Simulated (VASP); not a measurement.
Here is a VASP 6.6.1 calculation.

INCAR

```
SYSTEM = Al
PREC = Accurate ; ENCUT = 520
EDIFF = 1E-6 ; ISMEAR = -1
SIGMA = 0.1 ; LREAL = .False.
LASPH = .True. ; NELM = 100
ALGO = Normal ; ISIF = 2
LWAVE = .False. ; LCHARG = .True.
GGA = RE ; LELF = .True.
LVHAR = .True. ; NBANDS = 8
```

Contents of KPOINTS:

```
Automatic mesh
0
Gamma
  22 22 22
  0 0 0
```

POSCAR

```
Al
1.0
    0.0000000000      2.0295462554      2.0295462554
    2.0295462554      0.0000000000      2.0295462554
    2.0295462554      2.0295462554      0.0000000000
Al
1
Direct
    0.0000000000      0.0000000000      0.0000000000
```

Potentials or basis: VASP PAW PBE potentials, release 64 (Al).

The run is started by

```console
$ cat potpaw_PBE.64/Al/POTCAR > POTCAR
$ mpirun -np 1 vasp_std > vasp.out
```

(1) Estimate the pressure.

## Answers

(1) -0.1 GPa.

Caveat: the PAW data sets were made with another functional, which shifts forces and pressure a little.
